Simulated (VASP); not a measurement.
# Al2O3 (P-6m2) in VASP: further runs

The runs below take Al2O3 through relaxation of cell and atoms, single point, with r2SCAN+D4, PBEsol, r2SCAN.

Everything below comes from runs of VASP 6.6.1. Logs are shortened: lines on timing, memory, paths and dates and some standing lists are left out, and cuts for length are marked.

**1. The cell of the first run**

The structure is hexagonal, space group P-6m2 (No. 187). Conventional cell: a = 2.884 Å, b = 2.884 Å, c = 9.337 Å, α = 90.00°, β = 90.00°, γ = 120.00°. Within 2.4 Å of Al (site symmetry 3m) lie 6 O at 1.80 to 2.18 Å. O (site symmetry 3m) has 3 Al at 1.80 Å within 2.4 Å. Within 2.9 Å of O (site symmetry -6m2) lie 6 Al at 2.18 Å and 12 O at 2.66 to 2.88 Å.

**2. Relaxation of cell and atoms, r2SCAN+D4**

File POSCAR:

```
Al2O3
1.0
    2.8843249483      0.0000000000      0.0000000000
   -1.4421624742      2.4978986780      0.0000000000
    0.0000000000      0.0000000000      9.3367544600
Al O
2 3
Direct
    0.0000000000      0.0000000000      0.8500076700
    0.0000000000      0.0000000000      0.1499923300
    0.3333333333      0.6666666667      0.7776830800
    0.6666666667      0.3333333333      0.0000000000
    0.3333333333      0.6666666667      0.2223169200
```

File INCAR.step1:

```
SYSTEM = Al2O3
  PREC = Accurate
  ENCUT = 600
  ISMEAR = -1
  SIGMA = 0.05
  LREAL = .FALSE.
  LASPH = .TRUE.
  NELM = 100
  GGA = PE
  ALGO = Normal
  EDIFF = 1E-4
  LWAVE = .TRUE.
  LCHARG = .FALSE.
```

File INCAR.step2:

```
SYSTEM = Al2O3
  PREC = Accurate
  ENCUT = 600
  EDIFF = 1E-6
  ISMEAR = -1
  SIGMA = 0.05
  LREAL = .FALSE.
  LASPH = .TRUE.
  NELM = 100
  ALGO = Normal
  ISIF = 3
  LWAVE = .FALSE.
  LCHARG = .FALSE.
  METAGGA = R2SCAN
  LMIXTAU = .TRUE.
  IVDW = 13
  VDW_S6 = 1.0
  VDW_S8 = 0.6018749
  VDW_A1 = 0.51559235
  VDW_A2 = 5.77342911
  IBRION = 2
  NSW = 60
  EDIFFG = -0.01
  ISTART = 1
```

File KPOINTS:

```
Automatic mesh
0
G
  11 11 3
  0 0 0
```

Potentials or basis: VASP PAW PBE potentials, release 64 (Al, O).

Command:

```
> cat potpaw_PBE.64/Al/POTCAR potpaw_PBE.64/O/POTCAR > POTCAR
> cp INCAR.step1 INCAR
> mpirun -np 1 vasp_std > vasp.out
> cp INCAR.step2 INCAR
> mpirun -np 1 vasp_std > vasp.out
```

OUTCAR:

```text
SYSTEM = Al2O3
   PREC = Accurate
   ENCUT = 600
   EDIFF = 1E-6
   ISMEAR = -1
   LREAL = .FALSE.
   LASPH = .TRUE.
   NELM = 100
   ISIF = 3
   METAGGA = R2SCAN
   IVDW = 13
   IBRION = 2
   NSW = 60
   EDIFFG = -0.01
   ISTART = 1

 ion  position               nearest neighbor table
   1  0.000  0.000  0.850-   3 1.80   3 1.80   3 1.80   4 2.18   4 2.18   4 2.18   2 2.80
   2  0.000  0.000  0.150-   5 1.80   5 1.80   5 1.80   4 2.18   4 2.18   4 2.18   1 2.80
   3  0.333  0.667  0.778-   1 1.80   1 1.80   1 1.80
   4  0.667  0.333  0.000-   1 2.18   2 2.18   1 2.18   2 2.18   1 2.18   2 2.18
   5  0.333  0.667  0.222-   2 1.80   2 1.80   2 1.80

  LATTYP: Found a hexagonal cell.
 ALAT       =     2.8843249483
 C/A-ratio  =     3.2370674689

  Lattice vectors:

 A1 = (   2.8843249483,   0.0000000000,   0.0000000000)
 A2 = (  -1.4421624742,   2.4978986780,   0.0000000000)
 A3 = (   0.0000000000,   0.0000000000,   9.3367544600)

Analysis of symmetry for initial positions (statically):
=====================================================================
 Subroutine PRICEL returns:
 Original cell was already a primitive cell.

 Routine SETGRP: Setting up the symmetry group for a
 hexagonal supercell.

 Subroutine GETGRP returns: Found 12 space group operations
 (whereof 12 operations were pure point group operations)
 out of a pool of 24 trial point group operations.

The static configuration has the point symmetry D_3h.

Analysis of symmetry for dynamics (positions and initial velocities):
=====================================================================
 Subroutine PRICEL returns:
 Original cell was already a primitive cell.

 Routine SETGRP: Setting up the symmetry group for a
 hexagonal supercell.

 Subroutine GETGRP returns: Found 12 space group operations
 (whereof 12 operations were pure point group operations)
 out of a pool of 24 trial point group operations.

The dynamic configuration has the point symmetry D_3h.

 Subroutine INISYM returns: Found 12 space group operations
 (whereof 12 operations are pure point group operations),
 and found     1 'primitive' translations

----------------------------------------------------------------------------------------

                                     Primitive cell

  volume of cell :      67.2690

  direct lattice vectors                    reciprocal lattice vectors
     2.884324948  0.000000000  0.000000000     0.346701574  0.200168247  0.000000000
    -1.442162474  2.497898678  0.000000000     0.000000000  0.400336494  0.000000000
     0.000000000  0.000000000  9.336754460     0.000000000  0.000000000  0.107103598

  length of vectors
     2.884324948  2.884324948  9.336754460     0.400336494  0.400336494  0.107103598

  position of ions in fractional coordinates (direct lattice)
     0.000000000  0.000000000  0.850007670
     0.000000000  0.000000000  0.149992330
     0.333333333  0.666666667  0.777683080
     0.666666667  0.333333333  0.000000000
     0.333333333  0.666666667  0.222316920

  ion indices of the primitive-cell ions
   primitive index   ion index
                 1           1
                 2           2
                 3           3
                 4           4
                 5           5

----------------------------------------------------------------------------------------

 KPOINTS: Automatic mesh

Automatic generation of k-mesh.
 Grid dimensions read from file:
 generate k-points for:   11   11    3

 Generating k-lattice:

  Cartesian coordinates                     Fractional coordinates (reciprocal lattice)
     0.031518325  0.018197113  0.000000000     0.090909091  0.000000000  0.000000000
     0.000000000  0.036394227  0.000000000     0.000000000  0.090909091  0.000000000
     0.000000000  0.000000000  0.035701199     0.000000000  0.000000000  0.333333333

  Length of vectors
     0.036394227  0.036394227  0.035701199

  Shift w.r.t. Gamma in fractional coordinates (k-lattice)
     0.000000000  0.000000000  0.000000000

 Subroutine IBZKPT returns following result:
 ===========================================

 Found     32 irreducible k-points:

 Following reciprocal coordinates:
            Coordinates               Weight
  0.000000  0.000000  0.000000      1.000000
  0.090909 -0.000000  0.000000      6.000000
  0.181818 -0.000000  0.000000      6.000000
  0.272727  0.000000  0.000000      6.000000
  0.363636  0.000000  0.000000      6.000000
  0.454545 -0.000000  0.000000      6.000000
[... 16 lines left out ...]
  0.090909  0.090909  0.333333     12.000000
  0.181818  0.090909  0.333333     24.000000
 [... further k-points ...]
   k-points           NKPTS =     32   k-points in BZ     NKDIM =     32   number of bands    NBANDS=     16
   number of dos      NEDOS =    301   number of ions     NIONS =      5
   total plane-waves  NPLWV =  46080
   dimension x,y,z NGX =    24 NGY =   24 NGZ =   80
   dimension x,y,z NGXF=    48 NGYF=   48 NGZF=  160
   ions per type =               2   3
   NGX,Y,Z   is equivalent  to a cutoff of  13.83, 13.83, 14.24 a.u.
   NGXF,Y,Z  is equivalent  to a cutoff of  27.67, 27.67, 28.49 a.u.
 SYSTEM =  Al2O3
   PREC   = accura    normal or accurate (medium, high low for compatibility)
   ISTART =      1    job   : 0-new  1-cont  2-samecut
   ICHARG =      0    charge: 1-file 2-atom 10-const
   ISPIN  =      1    spin polarized calculation?
   LNONCOLLINEAR =      F non collinear calculations
   LSORBIT =      F    spin-orbit coupling
   LASPH  =      T    aspherical Exc in radial PAW
   ENCUT  =  600.0 eV  44.10 Ry    6.64 a.u.   5.76  5.76 18.65*2*pi/ulx,y,z
   NELM   =    100;   NELMIN=  2; NELMDL=  0     # of ELM steps
   EDIFF  = 0.1E-05   stopping-criterion for ELM
   LREAL  =      F    real-space projection
   EDIFFG = -.1E-01   stopping-criterion for IOM
   NSW    =     60    number of steps for IOM
   IBRION =      2    ionic relax: 0-MD 1-quasi-New 2-CG
   NFREE  =      1    steps in history (QN), initial steepest desc. (CG)
   ISIF   =      3    stress and relaxation
   ISYM   =      2    0-nonsym 1-usesym 2-fastsym
   POTIM  = 0.5000    time-step for ionic-motion
   TEBEG  =    0.0;   TEEND  =   0.0 temperature during run
   PSTRESS=    0.0 pullay stress
   NELECT =      24.0000    total number of electrons
   NUPDOWN=      -1.0000    fix difference up-down
   EMIN   =  10.00;   EMAX   =-10.00  energy-range for DOS
   EFERMI =   0.00;   METHOD = LEGACY
   ISMEAR =    -1;   SIGMA  =   0.05  broadening in eV -4-tet -1-fermi 0-gaus
   EFERMI_NEDOS =   21; number of points for ismear=-14 and -15
   IALGO  =     38    algorithm
   IMIX   =      4    mixing-type and parameters
     AMIX     =   0.40;   BMIX     =  1.00
     AMIX_MAG =   1.60;   BMIX_MAG =  1.00
  volume/ion in A,a.u.               =      13.45        90.79
  Fermi-wavevector in a.u.,A,eV,Ry     =   1.161111  2.194181 18.343074  1.348178
  Thomas-Fermi vector in A             =   2.297686
   LORBIT       =      0    0 simple, 1 ext, 2 COOP (PROOUT), +10 PAW based schemes
   METAGGA = R2SCAN    functional components
   LHFCALC =     F    Hartree Fock is set to
   AEXX    =    0.0000 exact exchange contribution
   IVDW    =    13    specifies the selected vdW correction
   LEPSILON=     F    determine dielectric tensor
   LRPA    =     F    only Hartree local field effects (RPA)
 conjugate gradient relaxation of ions
 non-spin polarized calculation
  energy-cutoff  :      600.00
  volume of cell :       67.27
 maximum number of plane-waves:      2260
 NGX is ok and might be reduce to    24
   NGX = 11   NGY = 11   NGZ = 37

--------------------------------------- Ionic step        1  -------------------------------------------

 number of electron      23.9999993 magnetization

 Free energy of the ion-electron system (eV)
  ---------------------------------------------------
  ext. energy  EPLUGINS =         0.00000000
  ---------------------------------------------------
  free energy    TOTEN  =       -46.80159395 eV

  energy without entropy =      -46.80159395  energy(sigma->0) =      -46.80159395

------------------------ aborting loop because EDIFF is reached ----------------------------------------

  DFT-D4 for vdW energy calculation

  Edisp (eV):   -0.35801
[... 114 lines left out ...]
  FREE ENERGIE OF THE ION-ELECTRON SYSTEM (eV)
  ---------------------------------------------------
  free  energy   TOTEN  =       -47.2006308679 eV

  energy  without entropy=      -47.2006308678  energy(sigma->0) =      -47.20063087

 E-fermi :   3.0299     XC(G=0):  -9.7578

 val. band max:        1.8725288788   @ k =   0.0909   0.0909   0.0000
 cond. band min:       7.7012225876   @ k =   0.0000   0.0000   0.0000
 fundamental gap:      5.8286937088
 Fermi energy:         3.0298689471

 k-point     1 :       0.0000    0.0000    0.0000
  band No.  band energies     occupation
      1     -18.1422      2.00000
      2     -17.0579      2.00000
      3     -15.7415      2.00000
      4      -3.2438      2.00000
      5      -0.4273      2.00000
      6       0.0965      2.00000
[... 433 lines left out ...]
      3     -15.5549      2.00000
      4      -3.1613      2.00000
      5      -2.1414      2.00000
      6      -1.4484      2.00000
[... 8 lines left out ...]
     15      12.8139      0.00000
     16      14.1429      0.00000

 [... further k-points ...]

[... ionic steps 4 to 40 ...]

--------------------------------------- Ionic step       41  -------------------------------------------

 number of electron      24.0000002 magnetization

------------------------ aborting loop because EDIFF is reached ----------------------------------------
[... 81 lines left out ...]
--------------------------------------- Ionic step       43  -------------------------------------------

 number of electron      24.0000003 magnetization

 Free energy of the ion-electron system (eV)
  ---------------------------------------------------
  ext. energy  EPLUGINS =         0.00000000
  ---------------------------------------------------
  free energy    TOTEN  =       -46.85938900 eV

  energy without entropy =      -46.85938900  energy(sigma->0) =      -46.85938900

 E-fermi :   4.5535     XC(G=0): -10.8632

 val. band max:        3.4671437288   @ k =   0.0909   0.0909   0.0000
 cond. band min:       9.0444753788   @ k =   0.0000   0.0000   0.0000
 fundamental gap:      5.5773316499
 Fermi energy:         4.5535437711

 k-point     1 :       0.0000    0.0000    0.0000
  band No.  band energies     occupation
      1     -16.7009      2.00000
      2     -15.5104      2.00000
      3     -14.3866      2.00000
      4      -1.8536      2.00000
      5       0.7670      2.00000
      6       1.6533      2.00000
[... 433 lines left out ...]
      3     -14.1530      2.00000
      4      -1.7832      2.00000
      5      -0.6867      2.00000
      6       0.0807      2.00000
[... 8 lines left out ...]
     15      14.6252      0.00000
     16      16.0453      0.00000

 [... further k-points ...]

------------------------ aborting loop because EDIFF is reached ----------------------------------------

  DFT-D4 for vdW energy calculation

  Edisp (eV):   -0.43611
[... 28 lines left out ...]
  FREE ENERGIE OF THE ION-ELECTRON SYSTEM (eV)
  ---------------------------------------------------
  free  energy   TOTEN  =       -47.2954986022 eV

  energy  without entropy=      -47.2954986022  energy(sigma->0) =      -47.29549860

 reached required accuracy - stopping structural energy minimisation
```

It took 64 min on 1 thread of Intel Xeon Platinum 8488C (Sapphire Rapids), shared host; peak memory 0.24 GiB.

Results:

```
Free energy                           : -47.2955 eV
Relaxed volume                        : 10.25 Å³/atom
Relaxed cell                          : a = 2.849 Å, b = 2.849 Å, c = 7.289 Å, α = 90.00°, β = 90.00°, γ = 120.00°
Space group after relaxing (to 0.1 Å) : P-6m2 (No. 187)
Energy gained by relaxing             : 27.2 meV/atom
Ionic steps                           : 43
Pressure after relaxing               : 0.0 GPa
Largest force after relaxing          : 0.004 eV/Å
Band gap on the k mesh                : 5.58 eV (least direct gap 5.72 eV)
Dispersion energy per atom            : -0.087 eV
```

Forces in eV/Å, atoms in the order of the input:
```
Al   0.000  0.000 -0.002
Al   0.000  0.000  0.002
O    0.000  0.000 -0.004
O    0.000  0.000  0.000
O    0.000  0.000  0.004
```

Step by step:
| step | energy change (eV) | largest force (eV/Å) | pressure (GPa) | volume (Å³) |
| --- | --- | --- | --- | --- |
| 1 | 0.0000 | 0.4563 | -5.61 | 67.27 |
| 3 | -0.0410 | 0.2749 | -0.54 | 65.34 |
| 5 | -0.0430 | 0.2388 | 0.25 | 64.71 |
| 7 | -0.0444 | 0.0371 | -0.01 | 64.94 |
| 9 | -0.0454 | 0.0529 | -0.31 | 64.83 |
| 11 | -0.0460 | 0.0757 | -0.76 | 64.67 |
| 13 | -0.0466 | 0.0588 | -0.71 | 64.56 |
| 15 | -0.0485 | 0.1084 | -0.53 | 64.12 |
| 17 | -0.0526 | 0.3615 | 0.33 | 62.38 |
| 19 | -0.0531 | 0.4461 | 0.64 | 61.75 |
| 21 | -0.0564 | 0.4661 | 0.70 | 61.10 |
| 23 | -0.0689 | 0.5642 | 1.15 | 58.49 |
| 25 | 0.0301 | 1.1556 | 8.04 | 48.06 |
| 27 | -0.0170 | 1.1561 | 6.35 | 50.75 |
| 29 | -0.0218 | 1.1031 | 6.25 | 49.87 |
| 31 | -0.0192 | 1.0943 | 6.33 | 49.60 |
| 33 | -0.0324 | 1.0130 | 5.67 | 49.74 |
| 35 | -0.0800 | 0.6504 | 2.79 | 50.38 |
| 37 | -0.0822 | 0.7471 | -7.24 | 52.97 |
| 39 | -0.1259 | 0.2306 | -2.10 | 51.63 |
| 41 | -0.1351 | 0.1130 | -0.65 | 51.45 |
| 43 | -0.1359 | 0.0043 | 0.01 | 51.25 |

Final structure:
```
CELL_PARAMETERS angstrom
2.84941 0.00000 0.00000
-1.42470 2.46766 0.00000
0.00000 0.00000 7.28882
ATOMIC_POSITIONS crystal
Al 0.00000 0.00000 0.81039
Al 0.00000 0.00000 0.18961
O 0.33333 0.66667 0.71913
O 0.66667 0.33333 0.00000
O 0.33333 0.66667 0.28087
```

Caveat: the volume moved by over 15 % at a fixed basis, so the end points are rough; the PAW data sets were made with another functional, which shifts forces and pressure a little.

**3. Single point, PBEsol**

File INCAR:

```
PREC     = Accurate       # precision mode
ENCUT    = 520            # plane-wave cutoff, eV
EDIFF    = 1E-7           # SCF threshold, eV
ISMEAR   = 0              # smearing method
SIGMA    = 0.01           # smearing width, eV
LREAL    = F              # projectors in reciprocal space
LASPH    = T              # aspherical terms in the spheres
NELM     = 80             # most SCF steps
ALGO     = Normal         # electronic algorithm
ISIF     = 2              # what is computed and relaxed
LWAVE    = F              # write WAVECAR
LCHARG   = T              # write CHGCAR
GGA      = PS             # functional
LELF     = T              # ELF
LVHAR    = T            
NBANDS   = 20             # bands
```

File KPOINTS:

```
regular mesh
0
Gamma
  12 12 4
```

POSCAR is that of step 2.

Potentials or basis: VASP PAW PBE potentials, release 64 (Al, O).

Command:

```
> cat potpaw_PBE.64/Al/POTCAR potpaw_PBE.64/O/POTCAR > POTCAR
> mpirun -np 1 vasp_std > vasp.out
```

Wall time 49 s (1 thread of Intel Xeon Platinum 8488C (Sapphire Rapids), shared host); peak memory 0.22 GiB.

It converged, with:

```yaml
Free_energy: -38.1313 eV
Pressure: -2.8 GPa
Largest_force: 0.143 eV/Å
Band_gap_on_the_k_mesh: 4.74 eV (least direct gap 4.98 eV)
```

Forces in eV/Å, atoms in the order of the input:
```
Al   0.000  0.000  0.086
Al   0.000  0.000 -0.086
O    0.000  0.000  0.143
O    0.000  0.000  0.000
O    0.000  0.000 -0.143
```

Stress tensor (GPa, compression positive):
```
-3.04  0.00  0.00
 0.00 -3.04  0.00
 0.00  0.00 -2.18
```

Levels at points of the mesh, in eV from the valence-band top:
| k point | band 8 | band 9 | band 10 | band 11 | band 12 | band 13 | band 14 | band 15 | band 16 | band 17 |
| --- | --- | --- | --- | --- | --- | --- | --- | --- | --- | --- |
| (0.00, 0.00, 0.00) | -1.25 | -1.25 | -0.53 | -0.53 | -0.24 | 4.74 | 7.42 | 7.75 | 9.19 | 12.94 |
| (0.50, 0.00, 0.00) | -2.24 | -1.98 | -1.00 | -0.82 | -0.58 | 7.70 | 8.77 | 8.91 | 10.89 | 12.09 |
| (0.00, 0.00, 0.50) | -1.25 | -1.25 | -0.53 | -0.53 | -0.29 | 4.87 | 7.04 | 7.86 | 9.52 | 12.72 |
| (0.50, 0.00, 0.50) | -2.24 | -1.98 | -1.00 | -0.83 | -0.57 | 7.71 | 8.73 | 8.97 | 10.68 | 12.51 |

Caveat: the PAW data sets were made with another functional, which shifts forces and pressure a little.

**4. Single point, r2SCAN**

POSCAR is that of step 3.

File INCAR.step1:

```
SYSTEM = Al2O3
  PREC = Accurate
  ENCUT = 520
  ISMEAR = 0
  SIGMA = 0.01
  LREAL = .False.
  LASPH = .True.
  NELM = 80
  NBANDS = 20
  GGA = PE
  ALGO = Normal
  EDIFF = 1E-4
  LWAVE = .True.
  LCHARG = .False.
```

File INCAR.step2:

```
SYSTEM = Al2O3
  PREC = Accurate
  ENCUT = 520
  EDIFF = 1E-6
  ISMEAR = 0
  SIGMA = 0.01
  LREAL = .False.
  LASPH = .True.
  NELM = 80
  ALGO = Normal
  ISIF = 2
  LWAVE = .False.
  LCHARG = .False.
  METAGGA = R2SCAN
  LMIXTAU = .True.
  NBANDS = 20
  ISTART = 1
```

File KPOINTS:

```
regular mesh
0
Gamma
  12 12 4
  0 0 0
```

Command:

```
> cat potpaw_PBE.64/Al/POTCAR potpaw_PBE.64/O/POTCAR > POTCAR
> cp INCAR.step1 INCAR
> mpirun -np 1 vasp_std > vasp.out
> cp INCAR.step2 INCAR
> mpirun -np 1 vasp_std > vasp.out
```

Run time: 3 min. Hardware: 1 thread of Intel Xeon Platinum 8488C (Sapphire Rapids), shared host; peak memory 0.23 GiB.

Results (log left out):

```yaml
Free_energy: -46.7906 eV
Pressure: -4.7 GPa
Largest_force: 0.435 eV/Å
Band_gap_on_the_k_mesh: 5.60 eV (least direct gap 5.83 eV)
```

Forces on the atoms (eV/Å):
```
Al   0.000  0.000 -0.148
Al   0.000  0.000  0.148
O    0.000  0.000  0.435
O    0.000  0.000  0.000
O    0.000  0.000 -0.435
```

Stress tensor (GPa, compression positive):
```
-5.26  0.00  0.00
 0.00 -5.26  0.00
 0.00  0.00 -3.52
```

Levels at points of the mesh, in eV from the valence-band top:
```
           k point  band 10  band 11  band 12  band 13  band 14  band 15
(0.00, 0.00, 0.00)    -0.56    -0.56    -0.22     5.60     8.29     8.76
(0.50, 0.00, 0.00)    -1.04    -0.82    -0.58     8.69     9.91    10.02
(0.00, 0.00, 0.50)    -0.56    -0.56    -0.27     5.73     7.87     8.89
(0.50, 0.00, 0.50)    -1.04    -0.83    -0.57     8.70     9.86    10.08
```

Caveat: the cell stands under tension; the PAW data sets were made with another functional, which shifts forces and pressure a little. A k mesh can miss the band edges.

**5. Summary**

```tsv
task	level	cell	k mesh	cutoff (eV)	smearing	gap on the mesh (eV)	pressure (GPa)	largest force (eV/Å)
relaxation of cell and atoms	r2SCAN+D4	relaxed	11 × 11 × 3	600	fermi-dirac 0.05 eV	5.58	0.0	-
single point	PBEsol	as given	12 × 12 × 4	520	gaussian 0.01 eV	4.74	-2.8	0.14
single point	r2SCAN	as given	12 × 12 × 4	520	gaussian 0.01 eV	5.60	-4.7	0.43
```

Alike in all rows: potentials or basis VASP PAW PBE potentials, release 64 (Al, O); no spin polarisation.

Caveats: the PAW data sets were made with another functional, which shifts forces and pressure a little; the volume moved by over 15 % at a fixed basis, so the end points are rough (at least some runs); the cell stands under tension (at least some runs).

Absolute energies hang on the potentials; compare differences alone.
